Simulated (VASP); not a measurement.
Input of a VASP 6.6.1 run:

Contents of INCAR:

```
SYSTEM = Sb
PREC     = Accurate       ! precision mode
ENCUT    = 500            ! plane-wave cutoff, eV
EDIFF    = 1E-8           ! SCF threshold, eV
ISMEAR   = -1             ! smearing method
SIGMA    = 0.05           ! smearing width, eV
LREAL    = .False.        ! projectors in reciprocal space
LASPH    = .True.         ! aspherical terms in the spheres
NELM     = 120            ! most SCF steps
ALGO     = Normal         ! electronic algorithm
ISIF     = 2              ! what is computed and relaxed
LWAVE    = .False.        ! write WAVECAR
LCHARG   = .False.        ! write CHGCAR
GGA      = PS             ! functional
IBRION   = 8              ! ionic algorithm
NSW      = 1              ! ionic steps
GGA_COMPAT= .False.
```

File KPOINTS:

```
Automatic mesh
0
Gamma
  7 7 4
  0 0 0
```

File POSCAR:

```
Sb
1.0
    3.3545324186      0.0000000000      0.0000000000
   -1.6772662093      2.9051102923      0.0000000000
    0.0000000000      0.0000000000      5.4701606500
Sb
2
Direct
    0.6666666667      0.3333333333      0.7500000000
    0.3333333333      0.6666666667      0.2500000000
```

Potentials or basis: VASP PAW PBE potentials, release 64 (Sb_d_GW).

Run with:

```sh
$ cat potpaw_PBE.64/Sb_d_GW/POTCAR > POTCAR
$ mpirun -np 1 vasp_std > vasp.out
```

Problem. Estimate the highest phonon frequency at Γ.

Solution. 79 cm⁻¹.

Problem. What does it give for the most unstable mode?

Solution. 83i cm⁻¹.

Phonon frequencies in cm⁻¹ (negative: imaginary):
| q point | frequencies |
| --- | --- |
| (0.000, 0.000, 0.000) | -83 -83 0 0 0 79 |

Caveat: the cell stands under pressure or tension, which shifts response properties; some modes are imaginary.
